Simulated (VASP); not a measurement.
Input of a VASP 6.6.1 run:

Contents of INCAR:

```
  PREC = Accurate
  ENCUT = 520
  EDIFF = 1E-7
  ISMEAR = 0
  SIGMA = 0.1
  LREAL = F
  LASPH = T
  NELM = 60
  ALGO = Fast
  ISIF = 2
  LWAVE = F
  LCHARG = F
  NBANDS = 18
```

File KPOINTS:

```
Automatic mesh
0
Gamma
  8 8 18
```

Contents of POSCAR:

```
Au
1.0
    4.2771227895      0.0000000000      0.0055527050
    0.0000000000      4.2771263939      0.0000000000
   -2.1361009212      0.0000000000      1.8197489638
Au
2
Direct
    0.0000000000      0.0000000000      0.0000000000
    0.5000000000      0.5000000000      0.0000000000
```

Potentials or basis: VASP PAW LDA potentials, release 64 (Au).

Command:

```sh
$ cat potpaw_LDA.64/Au/POTCAR > POTCAR
$ mpirun -np 1 vasp_std > vasp.out
```

(1) Estimate the pressure.

(2) Estimate the band gap on the k mesh.

Results:

(1) -0.1 GPa.

(2) zero (bands 11 and 12 overlap by 7.49 eV).

Caveat: spin-orbit coupling is left out, which moves the levels of the heavy elements.
